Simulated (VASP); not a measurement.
# AlN (F-43m) in VASP: settings compared

AlN is run at these levels: revPBE, BLYP; tasks: single point.

All numbers are computed with VASP 6.6.1; they aren't measurements. Logs are shortened: lines on timing, memory, paths and dates and some standing lists are left out, and cuts for length are marked.

### 1 The cell of the first run

Symmetry: F-43m, No. 216, cubic system. The conventional cell has a = 4.368 Å, b = 4.368 Å, c = 4.368 Å, α = 90.00°, β = 90.00°, γ = 90.00°. Al (site symmetry -43m) has 4 N at 1.89 Å within 2.5 Å. Within 2.5 Å of N (site symmetry -43m) lie 4 Al at 1.89 Å.

### 2 Single point, revPBE

INCAR

```
  PREC = Accurate
  ENCUT = 520
  EDIFF = 1E-6
  ISMEAR = 0
  SIGMA = 0.01
  LREAL = F
  LASPH = T
  NELM = 60
  ALGO = Normal
  ISIF = 2
  LWAVE = F
  LCHARG = F
  GGA = RE
  NBANDS = 11
```

KPOINTS

```
Automatic mesh
0
Gamma
  8 8 8
```

POSCAR

```
AlN
1.0
    0.0000000000      2.1839940000      2.1839940000
    2.1839940000      0.0000000000      2.1839940000
    2.1839940000      2.1839940000      0.0000000000
Al N
1 1
Direct
    0.0000000000      0.0000000000      0.0000000000
    0.7500000000      0.7500000000      0.7500000000
```

Potentials or basis: VASP PAW PBE potentials, release 64 (Al, N).

Launch:

```
cat potpaw_PBE.64/Al/POTCAR potpaw_PBE.64/N/POTCAR > POTCAR
mpirun -np 1 vasp_std > vasp.out
```

OUTCAR:

```text
PREC = Accurate
   ENCUT = 520
   EDIFF = 1E-6
   ISMEAR = 0
   LREAL = F
   LASPH = T
   NELM = 60
   ISIF = 2
   GGA = RE

 ion  position               nearest neighbor table
   1  0.000  0.000  0.000-   2 1.89   2 1.89   2 1.89   2 1.89
   2  0.750  0.750  0.750-   1 1.89   1 1.89   1 1.89   1 1.89

  LATTYP: Found a face centered cubic cell.
 ALAT       =     4.3679880000

  Lattice vectors:

 A1 = (   0.0000000000,   2.1839940000,   2.1839940000)
 A2 = (   2.1839940000,   0.0000000000,   2.1839940000)
 A3 = (   2.1839940000,   2.1839940000,   0.0000000000)

Analysis of symmetry for initial positions (statically):
=====================================================================
 Subroutine PRICEL returns:
 Original cell was already a primitive cell.

 Routine SETGRP: Setting up the symmetry group for a
 face centered cubic supercell.

 Subroutine GETGRP returns: Found 24 space group operations
 (whereof 24 operations were pure point group operations)
 out of a pool of 48 trial point group operations.

The static configuration has the point symmetry T_d .

Analysis of symmetry for dynamics (positions and initial velocities):
=====================================================================
 Subroutine PRICEL returns:
 Original cell was already a primitive cell.

 Routine SETGRP: Setting up the symmetry group for a
 face centered cubic supercell.

 Subroutine GETGRP returns: Found 24 space group operations
 (whereof 24 operations were pure point group operations)
 out of a pool of 48 trial point group operations.

The dynamic configuration has the point symmetry T_d .

 Subroutine INISYM returns: Found 24 space group operations
 (whereof 24 operations are pure point group operations),
 and found     1 'primitive' translations

----------------------------------------------------------------------------------------

                                     Primitive cell

  volume of cell :      20.8346

  direct lattice vectors                    reciprocal lattice vectors
     0.000000000  2.183994000  2.183994000    -0.228938358  0.228938358  0.228938358
     2.183994000  0.000000000  2.183994000     0.228938358 -0.228938358  0.228938358
     2.183994000  2.183994000  0.000000000     0.228938358  0.228938358 -0.228938358

  length of vectors
     3.088633935  3.088633935  3.088633935     0.396532868  0.396532868  0.396532868

  position of ions in fractional coordinates (direct lattice)
     0.000000000  0.000000000  0.000000000
     0.750000000  0.750000000  0.750000000

[... 79 lines left out ...]
   NSW    =      0    number of steps for IOM
   IBRION =     -1    ionic relax: 0-MD 1-quasi-New 2-CG
   NFREE  =      0    steps in history (QN), initial steepest desc. (CG)
   ISIF   =      2    stress and relaxation
   ISYM   =      2    0-nonsym 1-usesym 2-fastsym
   POTIM  = 0.5000    time-step for ionic-motion
   TEBEG  =    0.0;   TEEND  =   0.0 temperature during run
   PSTRESS=    0.0 pullay stress
   NELECT =       8.0000    total number of electrons
   NUPDOWN=      -1.0000    fix difference up-down
   EMIN   =  10.00;   EMAX   =-10.00  energy-range for DOS
   EFERMI =   0.00;   METHOD = LEGACY
   ISMEAR =     0;   SIGMA  =   0.01  broadening in eV -4-tet -1-fermi 0-gaus
   EFERMI_NEDOS =   21; number of points for ismear=-14 and -15
   IALGO  =     38    algorithm
   IMIX   =      4    mixing-type and parameters
     AMIX     =   0.40;   BMIX     =  1.00
     AMIX_MAG =   1.60;   BMIX_MAG =  1.00
  volume/ion in A,a.u.               =      10.42        70.30
  Fermi-wavevector in a.u.,A,eV,Ry     =   1.189899  2.248583 19.263936  1.415859
  Thomas-Fermi vector in A             =   2.325996
   LORBIT       =      0    0 simple, 1 ext, 2 COOP (PROOUT), +10 PAW based schemes
   GGA     = RE    functional components
   LHFCALC =     F    Hartree Fock is set to
   AEXX    =    0.0000 exact exchange contribution
   IVDW    =     0    specifies the selected vdW correction
   LEPSILON=     F    determine dielectric tensor
   LRPA    =     F    only Hartree local field effects (RPA)
 non-spin polarized calculation
 Gauss-broadening in eV      SIGMA  =   0.01
  energy-cutoff  :      520.00
  volume of cell :       20.83
 maximum number of plane-waves:       568
   NGX = 11   NGY = 11   NGZ = 11

 number of electron       8.0000000 magnetization

 Free energy of the ion-electron system (eV)
  ---------------------------------------------------
  ext. energy  EPLUGINS =         0.00000000
  ---------------------------------------------------
  free energy    TOTEN  =       -14.23000851 eV

  energy without entropy =      -14.23000851  energy(sigma->0) =      -14.23000851

 E-fermi :   6.1393     XC(G=0): -10.8418

 val. band max:        6.0552110828   @ k =   0.0000   0.0000   0.0000
 cond. band min:       9.4036995573   @ k =   0.5000   0.5000   0.0000
 fundamental gap:      3.3484884746
 Fermi energy:         6.1392777652

 k-point     1 :       0.0000    0.0000    0.0000
  band No.  band energies     occupation
      1      -8.9559      2.00000
      2       6.0552      2.00000
      3       6.0552      2.00000
      4       6.0552      2.00000
      5      10.2772      0.00000
      6      18.7000      0.00000
      7      18.7000      0.00000
      8      18.7000      0.00000
      9      23.7554      0.00000
     10      23.7554      0.00000
     11      25.1944      0.00000
[... 309 lines left out ...]
 k-point    24 :      -0.3750    0.2500    0.1250
  band No.  band energies     occupation
      1      -6.6119      2.00000
      2       0.9392      2.00000
      3       3.8458      2.00000
      4       4.9464      2.00000
      5      13.1916      0.00000
      6      15.3770      0.00000
      7      18.3038      0.00000
      8      18.8097      0.00000
      9      23.3239      0.00000
     10      24.8866      0.00000
     11      28.1731      0.00000

 [... further k-points ...]
[... 5 lines left out ...]
  --------------------------------------------------------------------------------------
  -------------------------------------------------------------------------------------
  Total        0.9176445      0.9176445      0.9176445     -0.0000000     -0.0000000     -0.0000000
  in kB       70.5668520     70.5668520     70.5668520     -0.0000000     -0.0000000     -0.0000000
  external PRESSURE =      70.5668520 kB  Pullay stress =       0.0000000 kB

 VOLUME and BASIS-vectors are now :
 -----------------------------------------------------------------------------
  energy-cutoff  :      520.00
  volume of cell :       20.83
      direct lattice vectors                 reciprocal lattice vectors
     0.000000000  2.183994000  2.183994000    -0.228938358  0.228938358  0.228938358
     2.183994000  0.000000000  2.183994000     0.228938358 -0.228938358  0.228938358
     2.183994000  2.183994000  0.000000000     0.228938358  0.228938358 -0.228938358

 POSITION                                       TOTAL-FORCE (eV/Angst)
 -----------------------------------------------------------------------------------
      0.00000      0.00000      0.00000         0.000000      0.000000      0.000000
      3.27599      3.27599      3.27599        -0.000000     -0.000000     -0.000000
 -----------------------------------------------------------------------------------
    total drift:                               -0.000000     -0.000000     -0.000000

  FREE ENERGIE OF THE ION-ELECTRON SYSTEM (eV)
  ---------------------------------------------------
  free  energy   TOTEN  =       -14.2300085142 eV

  energy  without entropy=      -14.2300085142  energy(sigma->0) =      -14.23000851
```

OSZICAR:

```text
N       E                     dE             d eps       ncg     rms          rms(c)
DAV:   1     0.112827701532E+02    0.11283E+02   -0.39251E+03   654   0.608E+02
DAV:   2    -0.156588736618E+02   -0.26942E+02   -0.25996E+02   769   0.136E+02
DAV:   3    -0.165545543798E+02   -0.89568E+00   -0.89460E+00   776   0.237E+01
DAV:   4    -0.165592701409E+02   -0.47158E-02   -0.47153E-02   725   0.188E+00
DAV:   5    -0.165593262244E+02   -0.56084E-04   -0.56083E-04   773   0.201E-01    0.873E+00
DAV:   6    -0.142253870033E+02    0.23339E+01   -0.11484E+01   753   0.170E+01    0.298E+00
DAV:   7    -0.142290923685E+02   -0.37054E-02   -0.17809E-01   722   0.326E+00    0.217E+00
DAV:   8    -0.142313418282E+02   -0.22495E-02   -0.31976E-02   686   0.165E+00    0.604E-01
DAV:   9    -0.142299080345E+02    0.14338E-02   -0.40077E-03   746   0.369E-01    0.252E-01
DAV:  10    -0.142299868740E+02   -0.78839E-04   -0.54932E-04   704   0.150E-01    0.244E-02
DAV:  11    -0.142300084353E+02   -0.21561E-04   -0.31414E-05   746   0.399E-02    0.179E-02
DAV:  12    -0.142300085142E+02   -0.78912E-07   -0.50581E-07   505   0.585E-03
   1 F= -.14230009E+02 E0= -.14230009E+02  d E =-.670811E-35
```

stdout:

```text
POSCAR found type information on POSCAR AlN
 POSCAR found :  2 types and       2 ions
 scaLAPACK will be used
 -----------------------------------------------------------------------------
|                                                                             |
|                                                                             |
|     You enforced a specific xc type in the INCAR file but a different       |
|     I HOPE YOU KNOW WHAT YOU ARE DOING!                                     |
|                                                                             |
 -----------------------------------------------------------------------------

 LDA part: xc-table for (Slater+PW92), standard interpolation
 POSCAR, INCAR and KPOINTS ok, starting setup
 FFT: planning ... GRIDC
 FFT: planning ... GRID_SOFT
 FFT: planning ... GRID
 WAVECAR not read
 entering main loop
```

Wall time 11 s (1 thread of Intel Xeon 8259CL, shared host); peak memory 0.1 GiB.

What came out:

```yaml
Free_energy: -14.2300 eV
Pressure: 7.1 GPa
Band_gap_on_the_k_mesh: 3.35 eV, indirect (least direct gap 4.22 eV)
```

Caveat: the PAW data sets were made with another functional, which shifts forces and pressure a little. A k mesh can miss the band edges.

### 3 Single point, BLYP

INCAR

```
AGGAC = 1.0 ; AGGAX = 1.0
ALDAC = 0.0 ; ALDAX = 1.0
ALGO = Normal ; EDIFF = 1E-6
ENCUT = 520 ; GGA = B5
ISIF = 2 ; ISMEAR = 0
LASPH = True ; LCHARG = False
LREAL = False ; LWAVE = False
NBANDS = 11 ; NELM = 100
PREC = Accurate ; SIGMA = 0.01
```

KPOINTS

```
k-points
0
Gamma
  8 8 8
```

POSCAR is that of step 2.

Potentials or basis: VASP PAW PBE potentials, release 64 (Al, N).

Launch:

```
cat potpaw_PBE.64/Al/POTCAR potpaw_PBE.64/N/POTCAR > POTCAR
mpirun -np 1 vasp_std > vasp.out
```

Wall time 20 s (1 thread of Intel Xeon 8259CL, shared host); peak memory 0.1 GiB.

Results (log left out):

- Free energy: -13.8783 eV
- Pressure: 8.3 GPa
- Band gap on the k mesh: 3.67 eV, indirect (least direct gap 4.48 eV)

Levels at points of the mesh, in eV from the valence-band top:
```
           k point  band 2  band 3  band 4  band 5  band 6  band 7
(0.00, 0.00, 0.00)    0.00    0.00    0.00    4.48   12.62   12.62
(0.50, 0.00, 0.00)   -5.73   -0.48   -0.48    7.55   10.14   11.28
(0.50, 0.50, 0.00)   -4.83   -1.75   -1.75    3.67    8.79   14.02
```

Caveat: the PAW data sets were made with another functional, which shifts forces and pressure a little. A k mesh can miss the band edges.
